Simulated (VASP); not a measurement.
# Ga8AsP7 (P1) in VASP: relaxation of volume and atoms at fixed shape with PBEsol

Aim: the relaxation of volume and atoms at fixed shape of Ga8AsP7 with PBEsol.

Everything below comes from runs of VASP 6.6.1. Logs are shortened: lines on timing, memory, paths and dates and some standing lists are left out, and cuts for length are marked.

### 1 The cell of the first run

The typed cell holds 64 atoms: a = 10.930 Å, b = 10.930 Å, c = 10.930 Å, α = 90.00°, β = 90.00°, γ = 90.00°.

### 2 Relaxation of volume and atoms at fixed shape, PBEsol

Contents of INCAR:

```
SYSTEM = Ga8AsP7
PREC = Accurate ; ENCUT = 500
EDIFF = 1E-7 ; ISMEAR = -1
SIGMA = 0.05 ; LREAL = Auto
LASPH = .TRUE. ; NELM = 120
ALGO = Normal ; ISIF = 8
LWAVE = .FALSE. ; LCHARG = .FALSE.
GGA = PS ; IBRION = 2
NSW = 100 ; EDIFFG = -0.03
ISYM = -1 ; GGA_COMPAT = .FALSE.
NELMIN = 4 ; KPAR = 1
```

Contents of KPOINTS:

```
explicit points
1
Reciprocal
  0.25000000   0.25000000   0.25000000 1
```

Contents of POSCAR:

```
Ga8AsP7
1.0
   10.9301390000      0.0000000000      0.0000000000
    0.0000000000     10.9301390000      0.0000000000
    0.0000000000      0.0000000000     10.9301390000
Ga P As
32 28 4
Direct
    0.0033150000      0.0020070000      0.9987130000
    0.9989860000      0.0018580000      0.4966460000
    0.0008700000      0.4967840000      0.0001940000
    0.9976620000      0.5005030000      0.4983470000
    0.5038700000      0.0004680000      0.0027800000
    0.4996950000      0.9994520000      0.4992280000
    0.5023220000      0.5038030000      0.9980540000
    0.5000920000      0.5029360000      0.4974090000
    0.2514360000      0.2515530000      0.0013520000
    0.2482960000      0.2485000000      0.5003660000
    0.2472800000      0.7504290000      0.9995450000
    0.2503060000      0.7517180000      0.4990910000
    0.7486790000      0.2507720000      0.0020780000
    0.7474870000      0.2558780000      0.5023350000
    0.7499990000      0.7498060000      0.0001750000
    0.7511340000      0.7476460000      0.4996000000
    0.2475040000      0.0012310000      0.2505830000
    0.2493040000      0.9971340000      0.7524450000
    0.2485900000      0.4993100000      0.2481010000
    0.2482010000      0.5028870000      0.7482540000
    0.7508880000      0.9976630000      0.2519620000
    0.7501620000      0.9975600000      0.7502720000
    0.7510420000      0.4999580000      0.2500200000
    0.7494740000      0.4997950000      0.7491030000
    0.0035980000      0.2498350000      0.2508420000
    0.0009070000      0.2487030000      0.7492690000
    0.9996580000      0.7502020000      0.2524650000
    0.9978950000      0.7499260000      0.7551780000
    0.5017240000      0.2494250000      0.2513160000
    0.5009640000      0.2500310000      0.7482790000
    0.4986060000      0.7479400000      0.2489570000
    0.5026750000      0.7498330000      0.7520760000
    0.1272860000      0.1214380000      0.1260070000
    0.1253760000      0.1239710000      0.6274570000
    0.1227840000      0.6256870000      0.6239810000
    0.6264920000      0.1245730000      0.1274030000
    0.6233230000      0.1278400000      0.6219620000
    0.6253660000      0.6268650000      0.1223240000
    0.6260220000      0.6248600000      0.6269210000
    0.3765620000      0.3770200000      0.1250280000
    0.3724080000      0.8727740000      0.1245970000
    0.3734460000      0.8758350000      0.6263980000
    0.8748980000      0.3725840000      0.1222720000
    0.8743830000      0.3738840000      0.6243440000
    0.8746010000      0.8748560000      0.1211760000
    0.8732970000      0.8732120000      0.6250730000
    0.3746070000      0.1257500000      0.8765460000
    0.3733830000      0.6261720000      0.3746800000
    0.3751380000      0.6238630000      0.8787720000
    0.8764860000      0.1226850000      0.3747200000
    0.8717610000      0.1230760000      0.8749920000
    0.8729070000      0.6282200000      0.3781770000
    0.8737710000      0.6242310000      0.8768190000
    0.1274050000      0.3782250000      0.3768300000
    0.1238910000      0.3766700000      0.8742790000
    0.1244290000      0.8732690000      0.8744250000
    0.6264270000      0.3755100000      0.3751080000
    0.6241720000      0.3773600000      0.8781790000
    0.6249610000      0.8761290000      0.3779020000
    0.6235150000      0.8764060000      0.8749970000
    0.1280800000      0.6241500000      0.1232060000
    0.3687020000      0.3730210000      0.6241570000
    0.3769850000      0.1246310000      0.3749710000
    0.1236550000      0.8753130000      0.3757880000
```

Potentials or basis: VASP PAW PBE potentials, release 64 (Ga_d, P, As).

Run with:

```sh
$ cat potpaw_PBE.64/Ga_d/POTCAR potpaw_PBE.64/P/POTCAR potpaw_PBE.64/As/POTCAR > POTCAR
$ mpirun -np 4 vasp_std > vasp.out
```

OUTCAR:

```text
SYSTEM = Ga8AsP7
   PREC = Accurate
   ENCUT = 500
   EDIFF = 1E-7
   ISMEAR = -1
   LREAL = Auto
   LASPH = .TRUE.
   NELM = 120
   ISIF = 8
   GGA = PS
   IBRION = 2
   NSW = 100
   EDIFFG = -0.03
   ISYM = -1
   NELMIN = 4

 ion  position               nearest neighbor table
   1  0.003  0.002  0.999-  33 2.34  56 2.36  51 2.38  45 2.39
   2  0.999  0.002  0.497-  50 2.30  64 2.35  34 2.39  46 2.42
   3  0.001  0.497  0.000-  55 2.33  43 2.35  61 2.38  53 2.39
   4  0.998  0.501  0.498-  52 2.35  54 2.36  44 2.37  35 2.37
   5  0.504  0.000  0.003-  36 2.34  60 2.35  47 2.40  41 2.41
   6  0.500  0.999  0.499-  59 2.33  63 2.35  37 2.37  42 2.38
[... 56 lines left out ...]
  63  0.377  0.125  0.375-   6 2.35  29 2.36  17 2.38  10 2.39
  64  0.124  0.875  0.376-   2 2.35  27 2.35  12 2.36  17 2.37

IMPORTANT INFORMATION: All symmetrisations will be switched off!
NOSYMM: (Re-)initialisation of all symmetry stuff for point group C_1.

----------------------------------------------------------------------------------------

                                     Primitive cell

  volume of cell :    1305.8012

  direct lattice vectors                    reciprocal lattice vectors
    10.930139000  0.000000000  0.000000000     0.091490145  0.000000000  0.000000000
     0.000000000 10.930139000  0.000000000     0.000000000  0.091490145  0.000000000
     0.000000000  0.000000000 10.930139000     0.000000000  0.000000000  0.091490145

  length of vectors
    10.930139000 10.930139000 10.930139000     0.091490145  0.091490145  0.091490145

  position of ions in fractional coordinates (direct lattice)
     0.003315000  0.002007000  0.998713000
     0.998986000  0.001858000  0.496646000
     0.000870000  0.496784000  0.000194000
     0.997662000  0.500503000  0.498347000
     0.503870000  0.000468000  0.002780000
     0.499695000  0.999452000  0.499228000
[... 56 lines left out ...]
     0.376985000  0.124631000  0.374971000
     0.123655000  0.875313000  0.375788000

  ion indices of the primitive-cell ions
   primitive index   ion index
                 1           1
                 2           2
                 3           3
                 4           4
                 5           5
                 6           6
[... 56 lines left out ...]
                63          63
                64          64

----------------------------------------------------------------------------------------

 KPOINTS: explicit points

Read explicit list of k-points.

 Found      1 k-points:

 Following reciprocal coordinates:
            Coordinates               Weight
  0.250000  0.250000  0.250000      1.000000
   k-points           NKPTS =      1   k-points in BZ     NKDIM =      1   number of bands    NBANDS=    348
   number of dos      NEDOS =    301   number of ions     NIONS =     64
   total plane-waves  NPLWV = 512000
   dimension x,y,z NGX =    80 NGY =   80 NGZ =   80
   dimension x,y,z NGXF=   160 NGYF=  160 NGZF=  160
   ions per type =              32  28   4
   NGX,Y,Z   is equivalent  to a cutoff of  12.17, 12.17, 12.17 a.u.
   NGXF,Y,Z  is equivalent  to a cutoff of  24.34, 24.34, 24.34 a.u.
 SYSTEM =  Ga8AsP7
   PREC   = accura    normal or accurate (medium, high low for compatibility)
   ISTART =      0    job   : 0-new  1-cont  2-samecut
   ICHARG =      2    charge: 1-file 2-atom 10-const
   ISPIN  =      1    spin polarized calculation?
   LNONCOLLINEAR =      F non collinear calculations
   LSORBIT =      F    spin-orbit coupling
   LASPH  =      T    aspherical Exc in radial PAW
   ENCUT  =  500.0 eV  36.75 Ry    6.06 a.u.  19.93 19.93 19.93*2*pi/ulx,y,z
   NELM   =    120;   NELMIN=  4; NELMDL= -5     # of ELM steps
   EDIFF  = 0.1E-06   stopping-criterion for ELM
   LREAL  =      T    real-space projection
   EDIFFG = -.3E-01   stopping-criterion for IOM
   NSW    =    100    number of steps for IOM
   IBRION =      2    ionic relax: 0-MD 1-quasi-New 2-CG
   NFREE  =      1    steps in history (QN), initial steepest desc. (CG)
   ISIF   =      8    stress and relaxation
   ISYM   =     -1    0-nonsym 1-usesym 2-fastsym
   POTIM  = 0.5000    time-step for ionic-motion
   TEBEG  =    0.0;   TEEND  =   0.0 temperature during run
   PSTRESS=    0.0 pullay stress
   NELECT =     576.0000    total number of electrons
   NUPDOWN=      -1.0000    fix difference up-down
   EMIN   =  10.00;   EMAX   =-10.00  energy-range for DOS
   EFERMI =   0.00;   METHOD = LEGACY
   ISMEAR =    -1;   SIGMA  =   0.05  broadening in eV -4-tet -1-fermi 0-gaus
   EFERMI_NEDOS =   21; number of points for ismear=-14 and -15
   IALGO  =     38    algorithm
   IMIX   =      4    mixing-type and parameters
     AMIX     =   0.40;   BMIX     =  1.00
     AMIX_MAG =   1.60;   BMIX_MAG =  1.00
  volume/ion in A,a.u.               =      20.40       137.69
  Fermi-wavevector in a.u.,A,eV,Ry     =   1.246206  2.354989 21.130261  1.553030
  Thomas-Fermi vector in A             =   2.380394
   LORBIT       =      0    0 simple, 1 ext, 2 COOP (PROOUT), +10 PAW based schemes
   GGA     = PS    functional components
   LHFCALC =     F    Hartree Fock is set to
   AEXX    =    0.0000 exact exchange contribution
   IVDW    =     0    specifies the selected vdW correction
   LEPSILON=     F    determine dielectric tensor
   LRPA    =     F    only Hartree local field effects (RPA)
 conjugate gradient relaxation of ions
 non-spin polarized calculation
  energy-cutoff  :      500.00
  volume of cell :     1305.80
 maximum number of plane-waves:     33149
 NGX is ok and might be reduce to    80
   NGX = 39   NGY = 39   NGZ = 39

--------------------------------------- Ionic step        1  -------------------------------------------

 number of electron     576.0000095 magnetization

 Free energy of the ion-electron system (eV)
  ---------------------------------------------------
  ext. energy  EPLUGINS =         0.00000000
  ---------------------------------------------------
  free energy    TOTEN  =      -313.25846565 eV

  energy without entropy =     -313.25846559  energy(sigma->0) =     -313.25846562

------------------------ aborting loop because EDIFF is reached ----------------------------------------

  FORCE on cell =-STRESS in cart. coord.  units (eV):
  Direction    XX          YY          ZZ          XY          YZ          ZX
  --------------------------------------------------------------------------------------
  -------------------------------------------------------------------------------------
  Total        1.2172742      1.2970653      1.0643587     -6.8170306     -5.2490079     -5.6795977
  in kB        1.4935574      1.5914587      1.3059350     -8.3642840     -6.4403691     -6.9686893
  external PRESSURE =       1.4636504 kB  Pullay stress =       0.0000000 kB
[... 275 lines left out ...]
  FREE ENERGIE OF THE ION-ELECTRON SYSTEM (eV)
  ---------------------------------------------------
  free  energy   TOTEN  =      -313.9093920626 eV

  energy  without entropy=     -313.9093920021  energy(sigma->0) =     -313.90939203

[... ionic steps 4 to 9 ...]

--------------------------------------- Ionic step       10  -------------------------------------------

 number of electron     576.0000274 magnetization

------------------------ aborting loop because EDIFF is reached ----------------------------------------

  FORCE on cell =-STRESS in cart. coord.  units (eV):
  Direction    XX          YY          ZZ          XY          YZ          ZX
  --------------------------------------------------------------------------------------
  -------------------------------------------------------------------------------------
  Total        0.1512574      0.0590834      0.0944737     -6.0449579     -6.0700486     -6.0675029
  in kB        0.1857156      0.0725432      0.1159959     -7.4220674     -7.4528740     -7.4497483
  external PRESSURE =       0.1247516 kB  Pullay stress =       0.0000000 kB
[... 181 lines left out ...]
  energy  without entropy=     -314.0187058791  energy(sigma->0) =     -314.01870591

--------------------------------------- Ionic step       12  -------------------------------------------

 number of electron     576.0000298 magnetization

 Free energy of the ion-electron system (eV)
  ---------------------------------------------------
  ext. energy  EPLUGINS =         0.00000000
  ---------------------------------------------------
  free energy    TOTEN  =      -314.02006609 eV

  energy without entropy =     -314.02006603  energy(sigma->0) =     -314.02006606

 E-fermi :   5.2459     XC(G=0): -10.0197

 val. band max:        4.3103640442   @ k =   0.2500   0.2500   0.2500
 cond. band min:       6.1634638349   @ k =   0.2500   0.2500   0.2500
 fundamental gap:      1.8530997907
 Fermi energy:         5.2458842485

 k-point     1 :       0.2500    0.2500    0.2500
  band No.  band energies     occupation
      1     -10.1714      2.00000
      2     -10.1711      2.00000
      3     -10.1707      2.00000
      4     -10.1645      2.00000
      5     -10.1632      2.00000
      6     -10.1619      2.00000
[... 292 lines left out ...]
    299       6.9885      0.00000
    300       7.1026      0.00000
 [bands above 300 left out]

------------------------ aborting loop because EDIFF is reached ----------------------------------------

  FORCE on cell =-STRESS in cart. coord.  units (eV):
  Direction    XX          YY          ZZ          XY          YZ          ZX
  --------------------------------------------------------------------------------------
  -------------------------------------------------------------------------------------
  Total        0.0167083     -0.0807094     -0.0387382     -6.0830693     -6.0709111     -6.0485279
  in kB        0.0205125     -0.0990858     -0.0475584     -7.4680937     -7.4531672     -7.4256877
  external PRESSURE =      -0.0420439 kB  Pullay stress =       0.0000000 kB
[... 79 lines left out ...]
  FREE ENERGIE OF THE ION-ELECTRON SYSTEM (eV)
  ---------------------------------------------------
  free  energy   TOTEN  =      -314.0200660914 eV

  energy  without entropy=     -314.0200660336  energy(sigma->0) =     -314.02006606

 reached required accuracy - stopping structural energy minimisation
```

Run time: 73 min. Hardware: 4 MPI ranks of Intel Xeon Platinum 8259CL at 2.50GHz (Skylake/Cascade Lake), shared host; peak memory 0.46 GiB.

What came out:

* Free energy: -314.0201 eV
* Relaxed volume: 20.39 Å³/atom
* Relaxed cell: a = 10.928 Å, b = 10.928 Å, c = 10.928 Å, α = 90.00°, β = 90.00°, γ = 90.00°
* Space group after relaxing (to 0.1 Å): P1 (No. 1)
* Energy gained by relaxing: 11.9 meV/atom
* Ionic steps: 12
* Pressure after relaxing: 0.0 GPa
* Largest force after relaxing: 0.021 eV/Å
* Band gap on the k mesh: 1.85 eV

Forces on the atoms (eV/Å):
```
Ga  -0.004 -0.017  0.012
Ga   0.014 -0.001 -0.009
Ga   0.001  0.019  0.000
Ga   0.013  0.006 -0.001
Ga  -0.013 -0.009 -0.006
Ga  -0.001  0.007  0.004
Ga  -0.004 -0.010  0.001
Ga   0.006 -0.009  0.000
Ga  -0.012 -0.009  0.003
Ga   0.008 -0.002 -0.004
Ga   0.007  0.003  0.004
Ga   0.003 -0.006 -0.006
Ga  -0.002  0.007 -0.004
Ga  -0.008 -0.009  0.005
Ga   0.009 -0.005  0.005
Ga   0.006  0.007 -0.001
Ga   0.000 -0.005  0.006
Ga  -0.006  0.010 -0.012
Ga  -0.006  0.002  0.008
Ga   0.001 -0.002  0.006
Ga  -0.004  0.005 -0.007
Ga   0.005 -0.007  0.002
Ga  -0.011 -0.003  0.011
Ga  -0.003  0.012  0.009
Ga  -0.002  0.004  0.001
Ga   0.009  0.003  0.000
Ga   0.003  0.004 -0.001
Ga   0.010 -0.006 -0.002
Ga  -0.009  0.002 -0.001
Ga   0.006 -0.006 -0.001
Ga  -0.012  0.004 -0.001
Ga  -0.005 -0.002 -0.004
P   -0.009 -0.002  0.004
P    0.004  0.006 -0.019
P    0.010  0.001 -0.001
P   -0.011  0.006 -0.004
P   -0.001 -0.003  0.000
P   -0.008 -0.004  0.006
P    0.003  0.003 -0.008
P   -0.018 -0.001  0.006
P   -0.007 -0.003  0.007
P   -0.010  0.005 -0.013
P    0.001  0.013  0.003
P   -0.003  0.006 -0.003
P   -0.006 -0.007  0.003
P    0.017  0.002 -0.001
P   -0.009  0.004 -0.004
P    0.008 -0.002 -0.005
P    0.000 -0.001  0.005
P    0.003 -0.005 -0.006
P    0.008 -0.003  0.003
P    0.012 -0.004 -0.002
P    0.008  0.014 -0.005
P    0.002  0.004 -0.006
P   -0.004  0.005  0.009
P    0.007 -0.008  0.000
P   -0.002 -0.014 -0.001
P   -0.002  0.010 -0.004
P   -0.004  0.003  0.001
P    0.003 -0.008 -0.004
As  -0.003  0.007  0.011
As   0.005 -0.004  0.003
As  -0.007 -0.002  0.004
As   0.013 -0.004  0.003
```

Stress tensor (GPa, compression positive):
```
 0.00 -0.75 -0.74
-0.75 -0.01 -0.75
-0.74 -0.75  0.00
```

Step by step:
```csv
step,energy change (eV),largest force (eV/Å),pressure (GPa),volume (Å³)
1,0.0000,1.1685,0.15,1305.80
2,-0.6161,0.4337,-0.24,1309.33
3,-0.6509,0.3518,-0.31,1310.41
4,-0.7206,0.1618,0.16,1302.76
5,-0.7259,0.1595,0.33,1299.94
6,-0.7477,0.1015,-0.08,1306.37
7,-0.7480,0.0963,-0.14,1307.17
8,-0.7559,0.0529,-0.02,1305.31
9,-0.7567,0.0548,0.04,1304.31
10,-0.7596,0.0362,0.01,1304.91
11,-0.7602,0.0363,-0.01,1305.28
12,-0.7616,0.0208,0.00,1305.04
```

Final structure:
```
Ga P As
1.0
    10.92801    0.00000    0.00000
     0.00000   10.92801    0.00000
     0.00000    0.00000   10.92801
Ga P As
32 28 4
Direct
  0.99964 0.00089 0.99941
  0.99533 0.00339 0.50460
  0.99574 0.49556 0.99679
  0.99895 0.50067 0.50024
  0.50145 0.00034 0.00061
  0.50350 0.99657 0.50370
  0.50046 0.50116 0.99961
  0.50389 0.50351 0.49731
  0.25077 0.25116 0.99961
  0.24248 0.24920 0.50090
  0.25290 0.75337 0.99669
  0.25290 0.74741 0.50407
  0.75030 0.24919 0.00027
  0.74964 0.25127 0.50009
  0.74943 0.75052 0.99961
  0.74967 0.74957 0.50108
  0.24996 0.99986 0.24251
  0.25035 0.00021 0.75070
  0.25373 0.49652 0.25353
  0.24608 0.50370 0.75405
  0.74994 0.00026 0.25093
  0.74982 0.99999 0.75110
  0.75068 0.50030 0.24893
  0.74956 0.49939 0.74973
  0.99963 0.24978 0.24981
  0.99907 0.24997 0.75081
  0.99264 0.74946 0.25002
  0.99856 0.75073 0.75061
  0.50493 0.25352 0.24716
  0.50291 0.24708 0.75366
  0.50037 0.75046 0.24969
  0.50105 0.74967 0.75112
  0.12422 0.12650 0.12261
  0.12270 0.12436 0.62789
  0.12293 0.62548 0.62622
  0.62651 0.12469 0.12469
  0.62670 0.12470 0.62595
  0.62526 0.62541 0.12472
  0.62560 0.62541 0.62587
  0.37692 0.37525 0.12400
  0.37699 0.87479 0.12292
  0.37613 0.87408 0.62761
  0.87376 0.37332 0.12498
  0.87490 0.37493 0.62522
  0.87309 0.87636 0.12387
  0.87276 0.87481 0.62639
  0.37535 0.12399 0.87645
  0.37646 0.62563 0.37516
  0.37567 0.62579 0.87488
  0.87369 0.12627 0.37548
  0.87436 0.12499 0.87495
  0.87233 0.62413 0.37602
  0.87330 0.62454 0.87441
  0.12259 0.37504 0.37521
  0.12375 0.37389 0.87489
  0.12429 0.87600 0.87421
  0.62708 0.37678 0.37413
  0.62586 0.37480 0.87623
  0.62595 0.87375 0.37529
  0.62491 0.87524 0.87521
  0.12469 0.62347 0.12395
  0.37457 0.37602 0.62585
  0.37597 0.12501 0.37432
  0.12353 0.87550 0.37599
```

Caveat: the PAW data sets were made with another functional, which shifts forces and pressure a little; a shifted mesh leaves out Γ, where band edges can lie.
